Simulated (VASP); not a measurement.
# SiO2 (I4/mmm) in VASP: further runs

Aim: see how the results for SiO2 move with the level of theory and the settings. Levels: PBE, PBEsol. Tasks: single point.

Program: VASP 6.6.1. These are calculated values, not measurements. Logs are shortened: lines on timing, memory, paths and dates and some standing lists are left out, and cuts for length are marked.

### 1 The cell of the first run

It takes space group I4/mmm (No. 139, tetragonal). Conventional cell: a = 8.939 Å, b = 8.939 Å, c = 5.231 Å, α = 90.00°, β = 90.00°, γ = 90.00°. Within 2.1 Å of Si (site symmetry m2m) lie 4 O at 1.60 to 1.61 Å. O (site symmetry 2/m) has 2 Si at 1.60 Å within 2.1 Å. Within 2.1 Å of O (site symmetry m2m) lie 2 Si at 1.61 Å.

### 2 Single point, PBE

Input file INCAR:

```
SYSTEM = SiO2
  PREC = Accurate
  ENCUT = 520
  EDIFF = 1E-7
  ISMEAR = -1
  SIGMA = 0.02
  LREAL = .FALSE.
  LASPH = .TRUE.
  NELM = 60
  ALGO = Normal
  ISIF = 2
  LWAVE = .FALSE.
  LCHARG = .TRUE.
  GGA = PE
  LELF = .TRUE.
  LVHAR = .TRUE.
  NBANDS = 44
```

Input file KPOINTS:

```
Automatic mesh
0
G
  6 6 6
  0 0 0
```

Input file POSCAR:

```
SiO2
1.0
   -4.4694822814      4.4694822814      2.6154272578
    4.4694822814     -4.4694822814      2.6154272578
    4.4694822814      4.4694822814     -2.6154272578
Si O
4 8
Direct
    0.1769564250      0.1769564250      0.3539128499
    0.8230435750      0.1769564250      0.0000000000
    0.1769564250      0.8230435750      0.0000000000
    0.8230435750      0.8230435750      0.6460871501
    0.5000000000      0.5000000000      0.5000000000
    0.0000000000      0.5000000000      0.0000000000
    0.5000000000      0.0000000000      0.0000000000
    0.0000000000      0.0000000000      0.5000000000
    0.0000000000      0.2088304677      0.2088304677
    0.7911695323      0.0000000000      0.7911695323
    0.2088304677      0.0000000000      0.2088304677
    0.0000000000      0.7911695323      0.7911695323
```

Potentials or basis: VASP PAW PBE potentials, release 64 (Si, O).

Started as:

```sh
$ cat potpaw_PBE.64/Si/POTCAR potpaw_PBE.64/O/POTCAR > POTCAR
$ mpirun -np 1 vasp_std > vasp.out
```

OUTCAR:

```text
SYSTEM = SiO2
   PREC = Accurate
   ENCUT = 520
   EDIFF = 1E-7
   ISMEAR = -1
   LREAL = .FALSE.
   LASPH = .TRUE.
   NELM = 60
   ISIF = 2
   GGA = PE

 ion  position               nearest neighbor table
   1  0.177  0.177  0.354-   5 1.60   8 1.60   9 1.61  11 1.61
   2  0.823  0.177  0.000-   6 1.60   7 1.60   9 1.61  10 1.61
   3  0.177  0.823  0.000-   6 1.60   7 1.60  11 1.61  12 1.61
   4  0.823  0.823  0.646-   5 1.60   8 1.60  10 1.61  12 1.61
   5  0.500  0.500  0.500-   1 1.60   4 1.60
   6  0.000  0.500  0.000-   2 1.60   3 1.60
   7  0.500  0.000  0.000-   2 1.60   3 1.60
   8  0.000  0.000  0.500-   1 1.60   4 1.60
   9  0.000  0.209  0.209-   1 1.61   2 1.61
  10  0.791  0.000  0.791-   4 1.61   2 1.61
  11  0.209  0.000  0.209-   1 1.61   3 1.61
  12  0.000  0.791  0.791-   4 1.61   3 1.61

  LATTYP: Found a body centered tetragonal cell.
 ALAT       =     8.9389645628
 C/A-ratio  =     0.5851745444

  Lattice vectors:

 A1 = (  -4.4694822814,   4.4694822814,   2.6154272578)
 A2 = (   4.4694822814,  -4.4694822814,   2.6154272578)
 A3 = (   4.4694822814,   4.4694822814,  -2.6154272578)

Analysis of symmetry for initial positions (statically):
=====================================================================
 Subroutine PRICEL returns:
 Original cell was already a primitive cell.

 Routine SETGRP: Setting up the symmetry group for a
 body centered tetragonal supercell.

 Subroutine GETGRP returns: Found 16 space group operations
 (whereof 16 operations were pure point group operations)
 out of a pool of 16 trial point group operations.

The static configuration has the point symmetry D_4h.

Analysis of symmetry for dynamics (positions and initial velocities):
=====================================================================
 Subroutine PRICEL returns:
 Original cell was already a primitive cell.

 Routine SETGRP: Setting up the symmetry group for a
 body centered tetragonal supercell.

 Subroutine GETGRP returns: Found 16 space group operations
 (whereof 16 operations were pure point group operations)
 out of a pool of 16 trial point group operations.

The dynamic configuration has the point symmetry D_4h.

 Subroutine INISYM returns: Found 16 space group operations
 (whereof 16 operations are pure point group operations),
 and found     1 'primitive' translations

----------------------------------------------------------------------------------------

                                     Primitive cell

  volume of cell :     208.9859

  direct lattice vectors                    reciprocal lattice vectors
    -4.469482281  4.469482281  2.615427258     0.000000000  0.111869780  0.191173354
     4.469482281 -4.469482281  2.615427258     0.111869780  0.000000000  0.191173354
     4.469482281  4.469482281 -2.615427258     0.111869780  0.111869780  0.000000000

  length of vectors
     6.840541168  6.840541168  6.840541168     0.221499659  0.221499659  0.158207760

  position of ions in fractional coordinates (direct lattice)
     0.176956425  0.176956425  0.353912850
     0.823043575  0.176956425  0.000000000
     0.176956425  0.823043575  0.000000000
     0.823043575  0.823043575  0.646087150
     0.500000000  0.500000000  0.500000000
     0.000000000  0.500000000  0.000000000
     0.500000000  0.000000000  0.000000000
     0.000000000  0.000000000  0.500000000
     0.000000000  0.208830468  0.208830468
     0.791169532  0.000000000  0.791169532
     0.208830468  0.000000000  0.208830468
     0.000000000  0.791169532  0.791169532

  ion indices of the primitive-cell ions
   primitive index   ion index
                 1           1
                 2           2
                 3           3
                 4           4
                 5           5
                 6           6
                 7           7
                 8           8
                 9           9
                10          10
                11          11
                12          12

----------------------------------------------------------------------------------------

 KPOINTS: Automatic mesh

Automatic generation of k-mesh.
 Grid dimensions read from file:
 generate k-points for:    6    6    6

 Generating k-lattice:

  Cartesian coordinates                     Fractional coordinates (reciprocal lattice)
     0.000000000  0.018644963  0.031862226     0.166666667 -0.000000000  0.000000000
     0.018644963  0.000000000  0.031862226    -0.000000000  0.166666667  0.000000000
     0.018644963  0.018644963  0.000000000     0.000000000  0.000000000  0.166666667

  Length of vectors
     0.036916610  0.036916610  0.026367960

  Shift w.r.t. Gamma in fractional coordinates (k-lattice)
     0.000000000  0.000000000  0.000000000

 Subroutine IBZKPT returns following result:
 ===========================================

 Found     30 irreducible k-points:

 Following reciprocal coordinates:
            Coordinates               Weight
[... 55 lines left out ...]
   AEXX    =    0.0000 exact exchange contribution
   IVDW    =     0    specifies the selected vdW correction
   LEPSILON=     F    determine dielectric tensor
   LRPA    =     F    only Hartree local field effects (RPA)
 non-spin polarized calculation
  energy-cutoff  :      520.00
  volume of cell :      208.99
 maximum number of plane-waves:      5649
 NGX is ok and might be reduce to    54
   NGX = 25   NGY = 25   NGZ = 25

 number of electron      64.0000008 magnetization

 Free energy of the ion-electron system (eV)
  ---------------------------------------------------
  ext. energy  EPLUGINS =         0.00000000
  ---------------------------------------------------
  free energy    TOTEN  =       -94.79898713 eV

  energy without entropy =      -94.79898713  energy(sigma->0) =      -94.79898713

 E-fermi :  -0.6147     XC(G=0):  -7.3384

 val. band max:       -1.0649349993   @ k =   0.5000   0.5000   0.5000
 cond. band min:       4.3864352131   @ k =   0.0000   0.0000   0.0000
 fundamental gap:      5.4513702124
 Fermi energy:        -0.6146562491

 k-point     1 :       0.0000    0.0000    0.0000
  band No.  band energies     occupation
      1     -20.5453      2.00000
      2     -19.6753      2.00000
      3     -19.1427      2.00000
      4     -19.1427      2.00000
      5     -18.5393      2.00000
      6     -18.5075      2.00000
[... 36 lines left out ...]
     43      10.1459      0.00000
     44      10.1630      0.00000

 k-point     2 :       0.1667    0.0000    0.0000
  band No.  band energies     occupation
      1     -20.4775      2.00000
      2     -19.6739      2.00000
      3     -19.2430      2.00000
      4     -19.1420      2.00000
      5     -18.5379      2.00000
      6     -18.5120      2.00000
[... 36 lines left out ...]
     43       9.7327      0.00000
     44       9.9636      0.00000

 k-point     3 :       0.3333    0.0000   -0.0000
  band No.  band energies     occupation
      1     -20.2972      2.00000
      2     -19.6684      2.00000
      3     -19.4879      2.00000
      4     -19.1482      2.00000
      5     -18.5381      2.00000
      6     -18.5163      2.00000
[... 36 lines left out ...]
     43       9.6411      0.00000
     44       9.9685      0.00000

 k-point     4 :       0.5000    0.0000   -0.0000
  band No.  band energies     occupation
      1     -20.1482      2.00000
      2     -19.6689      2.00000
      3     -19.6641      2.00000
      4     -19.1552      2.00000
      5     -18.5398      2.00000
      6     -18.5157      2.00000
[... 882 lines left out ...]
     43       9.6256      0.00000
     44      10.2442      0.00000

 k-point    23 :      -0.3333   -0.3333    0.1667
  band No.  band energies     occupation
      1     -20.0696      2.00000
      2     -19.9022      2.00000
      3     -19.7299      2.00000
      4     -18.8885      2.00000
      5     -18.5365      2.00000
      6     -18.5128      2.00000
[... 36 lines left out ...]
     43       9.6457      0.00000
     44      10.1275      0.00000

 k-point    24 :      -0.1667   -0.3333    0.1667
  band No.  band energies     occupation
      1     -20.1493      2.00000
      2     -19.6669      2.00000
      3     -19.6657      2.00000
      4     -19.1513      2.00000
      5     -18.5433      2.00000
      6     -18.5133      2.00000
[... 36 lines left out ...]
     43      10.0545      0.00000
     44      10.1832      0.00000

 [... further k-points ...]
[... 5 lines left out ...]
  --------------------------------------------------------------------------------------
  -------------------------------------------------------------------------------------
  Total        4.7388460      4.7388460      4.6913932      0.0000000      0.0000000      0.0000000
  in kB       36.3300587     36.3300587     35.9662649      0.0000000      0.0000000      0.0000000
  external PRESSURE =      36.2087941 kB  Pullay stress =       0.0000000 kB

 VOLUME and BASIS-vectors are now :
 -----------------------------------------------------------------------------
  energy-cutoff  :      520.00
  volume of cell :      208.99
      direct lattice vectors                 reciprocal lattice vectors
    -4.469482281  4.469482281  2.615427258     0.000000000  0.111869780  0.191173354
     4.469482281 -4.469482281  2.615427258     0.111869780  0.000000000  0.191173354
     4.469482281  4.469482281 -2.615427258     0.111869780  0.111869780  0.000000000

 POSITION                                       TOTAL-FORCE (eV/Angst)
 -----------------------------------------------------------------------------------
      1.58181      1.58181      0.00000         0.006446      0.006446      0.000000
     -2.88768      2.88768      2.61543         0.006446     -0.006446      0.000000
      2.88768     -2.88768      2.61543        -0.006446      0.006446      0.000000
      2.88768      2.88768      2.61543        -0.006446     -0.006446     -0.000000
      2.23474      2.23474      1.30771         0.000000     -0.000000     -0.000000
      2.23474     -2.23474      1.30771         0.000000     -0.000000     -0.000000
     -2.23474      2.23474      1.30771        -0.000000     -0.000000     -0.000000
      2.23474      2.23474     -1.30771        -0.000000     -0.000000     -0.000000
      1.86673      0.00000      0.00000         0.190218     -0.000000     -0.000000
      0.00000      7.07224      0.00000         0.000000     -0.190218     -0.000000
      0.00000      1.86673      0.00000        -0.000000      0.190218     -0.000000
      7.07224      0.00000      0.00000        -0.190218     -0.000000     -0.000000
 -----------------------------------------------------------------------------------
    total drift:                                0.000000      0.000000     -0.000000

  FREE ENERGIE OF THE ION-ELECTRON SYSTEM (eV)
  ---------------------------------------------------
  free  energy   TOTEN  =       -94.7989871341 eV

  energy  without entropy=      -94.7989871341  energy(sigma->0) =      -94.79898713
```

Run time: 7.2 min. Hardware: 1 thread of Intel Xeon Platinum 8488C (Sapphire Rapids), shared host; peak memory 0.48 GiB.

What came out:

```
Free energy            : -94.7990 eV
Pressure               : 3.6 GPa
Largest force          : 0.190 eV/Å
Band gap on the k mesh : 5.45 eV, indirect (the least direct gap lies 2.7 meV higher)
```

Forces in eV/Å, atoms in the order of the input:
```
Si   0.006  0.006  0.000
Si   0.006 -0.006  0.000
Si  -0.006  0.006  0.000
Si  -0.006 -0.006  0.000
O    0.000  0.000  0.000
O    0.000  0.000  0.000
O    0.000  0.000  0.000
O    0.000  0.000  0.000
O    0.190  0.000  0.000
O    0.000 -0.190  0.000
O    0.000  0.190  0.000
O   -0.190  0.000  0.000
```

Levels at points of the mesh, in eV from the valence-band top:
```
           k point  band 29  band 30  band 31  band 32  band 33  band 34  band 35  band 36
(0.00, 0.00, 0.00)    -0.82    -0.67    -0.02     0.00     5.45     8.36     8.59     8.89
(0.50, 0.00, 0.00)    -1.10    -0.77    -0.58    -0.24     7.68     7.74     8.65     8.96
(0.50, 0.50, 0.00)    -0.45    -0.38    -0.38    -0.24     6.60     6.96     8.67     8.91
(0.50, 0.50, 0.50)    -1.01    -0.17     0.00     0.00     7.62     7.66     7.66     8.03
```

A k mesh can miss the band edges. As with any semilocal functional, this PBE gap is likely too small.

### 3 Single point, PBEsol

This run uses another cell than the first one, of 17.61 Å³/atom, 1.011 times its volume.

Input file INCAR:

```
SYSTEM = SiO2
ALGO = Normal
EDIFF = 1E-7
ENCUT = 520
GGA = PS
ISIF = 2
ISMEAR = -1
LASPH = .True.
LCHARG = .False.
LREAL = .False.
LWAVE = .False.
NBANDS = 44
NELM = 60
PREC = Accurate
SIGMA = 0.02
```

Input file KPOINTS:

```
k-points
0
Gamma
  6 6 6
  0 0 0
```

Input file POSCAR:

```
SiO2
1.0
   -4.4859167239      4.4859167239      2.6253289834
    4.4859167239     -4.4859167239      2.6253289834
    4.4859167239      4.4859167239     -2.6253289834
Si O
4 8
Direct
    0.1769063890      0.1769063890      0.3538127780
    0.8230936110      0.1769063890      0.0000000000
    0.1769063890      0.8230936110      0.0000000000
    0.8230936110      0.8230936110      0.6461872220
    0.5000000000      0.5000000000      0.5000000000
    0.0000000000      0.5000000000      0.0000000000
    0.5000000000      0.0000000000      0.0000000000
    0.0000000000      0.0000000000      0.5000000000
    0.0000000000      0.2094145022      0.2094145022
    0.7905854978      0.0000000000      0.7905854978
    0.2094145022      0.0000000000      0.2094145022
    0.0000000000      0.7905854978      0.7905854978
```

Potentials or basis: VASP PAW PBE potentials, release 64 (Si, O).

Started as:

```sh
$ cat potpaw_PBE.64/Si/POTCAR potpaw_PBE.64/O/POTCAR > POTCAR
$ mpirun -np 1 vasp_std > vasp.out
```

It took 6.7 min on 1 thread of Intel Xeon Platinum 8488C (Sapphire Rapids), shared host; peak memory 0.5 GiB.

The run converged. Its results:

- Free energy: -98.6051 eV
- Pressure: 0.4 GPa
- Largest force: 0.029 eV/Å
- Band gap on the k mesh: 5.47 eV, indirect (the least direct gap lies 2.8 meV higher)

Forces in eV/Å, atoms in the order of the input:
```
Si   0.020  0.020  0.000
Si   0.020 -0.020  0.000
Si  -0.020  0.020  0.000
Si  -0.020 -0.020  0.000
O    0.000  0.000  0.000
O    0.000  0.000  0.000
O    0.000  0.000  0.000
O    0.000  0.000  0.000
O    0.002  0.000  0.000
O    0.000 -0.002  0.000
O    0.000  0.002  0.000
O   -0.002  0.000  0.000
```

Levels at points of the mesh, in eV from the valence-band top:
```csv
k point,band 30,band 31,band 32,band 33,band 34,band 35
"(0.00, 0.00, 0.00)",-0.67,-0.01,0.00,5.47,8.38,8.39
"(0.50, 0.00, 0.00)",-0.77,-0.59,-0.26,7.61,7.82,8.72
"(0.50, 0.50, 0.00)",-0.39,-0.38,-0.24,6.60,7.03,8.55
"(0.50, 0.50, 0.50)",-0.19,0.00,0.00,7.55,7.55,7.67
```

Caveat: the PAW data sets were made with another functional, which shifts forces and pressure a little.

### 4 Single point, PBE

This run uses another cell than the first one, of 17.84 Å³/atom, 1.024 times its volume.

Input file INCAR:

```
ALGO = Normal ; EDIFF = 1E-6
ENCUT = 520 ; GGA = PE
ISIF = 2 ; ISMEAR = -1
LASPH = True ; LCHARG = False
LREAL = False ; LWAVE = False
NBANDS = 44 ; NELM = 100
PREC = Accurate ; SIGMA = 0.02
```

Input file KPOINTS:

```
k-points
0
Gamma
  6 6 6
```

Input file POSCAR:

```
SiO2
1.0
   -4.5052534261      4.5052534261      2.6365045482
    4.5052534261     -4.5052534261      2.6365045482
    4.5052534261      4.5052534261     -2.6365045482
Si O
4 8
Direct
    0.1769301906      0.1769301906      0.3538603813
    0.8230698094      0.1769301906      0.0000000000
    0.1769301906      0.8230698094      0.0000000000
    0.8230698094      0.8230698094      0.6461396187
    0.5000000000      0.5000000000      0.5000000000
    0.0000000000      0.5000000000      0.0000000000
    0.5000000000      0.0000000000      0.0000000000
    0.0000000000      0.0000000000      0.5000000000
    0.0000000000      0.2094533123      0.2094533123
    0.7905466877      0.0000000000      0.7905466877
    0.2094533123      0.0000000000      0.2094533123
    0.0000000000      0.7905466877      0.7905466877
```

Started as:

```sh
$ cat potpaw_PBE.64/Si/POTCAR potpaw_PBE.64/O/POTCAR > POTCAR
$ mpirun -np 1 vasp_std > vasp.out
```

Wall time 6.5 min (1 thread of Intel Xeon Platinum 8488C (Sapphire Rapids), shared host); peak memory 0.49 GiB.

It converged, with:

| Quantity | Value |
| --- | --- |
| Free energy | -94.8622 eV |
| Pressure | 0.0 GPa |
| Largest force | 0.023 eV/Å |
| Band gap on the k mesh | 5.36 eV, indirect (the least direct gap lies 1.8 meV higher) |

Forces on the atoms (eV/Å):
```
Si   0.016  0.016  0.000
Si   0.016 -0.016  0.000
Si  -0.016  0.016  0.000
Si  -0.016 -0.016  0.000
O    0.000  0.000  0.000
O    0.000  0.000  0.000
O    0.000  0.000  0.000
O    0.000  0.000  0.000
O   -0.012  0.000  0.000
O    0.000  0.012  0.000
O    0.000 -0.012  0.000
O    0.012  0.000  0.000
```

Levels at points of the mesh, in eV from the valence-band top:
| k point | band 30 | band 31 | band 32 | band 33 | band 34 | band 35 |
| --- | --- | --- | --- | --- | --- | --- |
| (0.00, 0.00, 0.00) | -0.65 | -0.01 | 0.00 | 5.36 | 8.25 | 8.40 |
| (0.50, 0.00, 0.00) | -0.74 | -0.57 | -0.25 | 7.50 | 7.69 | 8.59 |
| (0.50, 0.50, 0.00) | -0.38 | -0.37 | -0.24 | 6.49 | 6.89 | 8.48 |
| (0.50, 0.50, 0.50) | -0.19 | 0.00 | 0.00 | 7.44 | 7.44 | 7.56 |

### 5 Summary

```csv
level,cell,gap on the mesh (eV),pressure (GPa),largest force (eV/Å)
PBE,"a = 6.841 Å, angles 98.4, 98.4, 135.0°, 12 atoms",5.45,3.6,0.19
PBEsol,"a = 6.866 Å, angles 98.4, 98.4, 135.0°, 12 atoms",5.47,0.4,0.03
PBE,"a = 6.895 Å, angles 98.4, 98.4, 135.0°, 12 atoms",5.36,0.0,0.02
```

Alike in all rows: task single point; potentials or basis VASP PAW PBE potentials, release 64 (Si, O); no spin polarisation; k mesh 6 × 6 × 6; cutoff (eV) 520; smearing fermi-dirac 0.02 eV.

Caveats: the PAW data sets were made with another functional, which shifts forces and pressure a little (some runs).

Total energies depend on the potentials used, so only differences within one code and one set of settings carry meaning.
